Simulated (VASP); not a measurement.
A run of VASP 6.6.1 is set up as follows.

The input INCAR:

```
SYSTEM = Li
  PREC = Accurate
  ENCUT = 520
  EDIFF = 1E-8
  ISMEAR = -1
  SIGMA = 0.08
  LREAL = .FALSE.
  LASPH = .TRUE.
  NELM = 100
  ALGO = Normal
  ISIF = 2
  LWAVE = .FALSE.
  LCHARG = .FALSE.
  GGA = CA
  LEFG = .TRUE.
  NBANDS = 12
```

Contents of KPOINTS:

```
Automatic mesh
0
G
  12 12 12
  0 0 0
```

The input POSCAR:

```
Li
1.0
    1.5929163707      0.9408749900      7.6005283998
   -1.5080815607      0.9253700004      7.5850234102
    0.0289896900     -1.7524204905      7.5793481900
Li
3
Direct
    0.0000000000      0.0000000000      0.0000000000
    0.2220000000      0.2220000000      0.2220000000
    0.7780000000      0.7780000000      0.7780000000
```

Potentials or basis: VASP PAW LDA potentials, release 64 (Li_sv).

The run is started by

```console
$ cat potpaw_LDA.64/Li_sv/POTCAR > POTCAR
$ mpirun -np 1 vasp_std > vasp.out
```

What does it give for the band gap on the k mesh?

Zero (an odd number of electrons rules out a gap without spin polarisation).

Predict the largest force.

0.009 eV/Å.

Forces on the atoms (eV/Å):
```
Li   0.000  0.000  0.000
Li   0.004  0.000  0.008
Li  -0.004  0.000 -0.008
```

Caveat: the cell differs from its parent crystal (equal xy, yz and zx shear strains of +1 %); without QUAD_EFG the Cq values of the log hold for a quadrupole moment of 1 mb, not for the nuclei.
